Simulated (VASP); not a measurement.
Set up this calculation in VASP 6.6.1, as the native input.

| Property | Result |
| --- | --- |
| Task | single point |
| Functional | PBE |
| Potentials or basis | VASP PAW PBE potentials, release 64 (Hf_pv, Si, O) |
| Cutoff | 520 eV |
| k mesh | 6 × 6 × 6 |
| Occupations | gaussian, width 0.01 eV |
| Spin | no spin polarisation |
| Dipole correction | no |
| Further INCAR settings | ALGO = Normal; EDIFF = 1e-07; NBANDS = 50 |

The structure of HfSiO4 lies in POSCAR:

```
HfSiO4
1.0
   -3.3227521779      3.3227521779      3.0070619560
    3.3227521779     -3.3227521779      3.0070619560
    3.3227521779      3.3227521779     -3.0070619560
Hf Si O
2 2 8
Direct
    0.7500000000      0.2500000000      0.5000000000
    0.0000000000      0.0000000000      0.0000000000
    0.2500000000      0.7500000000      0.5000000000
    0.5000000000      0.5000000000      0.0000000000
    0.1347276352      0.3189190983      0.8158085369
    0.0689190983      0.7531105614      0.6841914631
    0.5031105614      0.3189190983      0.1841914631
    0.0689190983      0.3847276352      0.3158085369
    0.6152723648      0.9310809017      0.6841914631
    0.6810809017      0.8652723648      0.1841914631
    0.2468894386      0.9310809017      0.3158085369
    0.6810809017      0.4968894386      0.8158085369
```

These files were run (other wordings do the same):

INCAR

```
ALGO = Normal ; EDIFF = 1E-7
ENCUT = 520 ; GGA = PE
ISIF = 2 ; ISMEAR = 0
LASPH = True ; LCHARG = False
LREAL = False ; LWAVE = False
NBANDS = 50 ; NELM = 80
PREC = Accurate ; SIGMA = 0.01
```

KPOINTS

```
k-points
0
Gamma
  6 6 6
```

Potentials or basis: VASP PAW PBE potentials, release 64 (Hf_pv, Si, O).

Run with:

```sh
$ cat potpaw_PBE.64/Hf_pv/POTCAR potpaw_PBE.64/Si/POTCAR potpaw_PBE.64/O/POTCAR > POTCAR
$ mpirun -np 1 vasp_std > vasp.out
```

Results of the run:

The pressure is -1.6 GPa, the largest force is 0.183 eV/Å and the band gap on the k mesh is 5.27 eV (least direct gap 5.60 eV).

Caveat: spin-orbit coupling is left out, which moves the levels of the heavy elements.

It took 3.6 min on 1 thread of Intel(R) Xeon(R) Platinum 8488C (Sapphire Rapids) (shared host), peak memory 0.35 GiB.
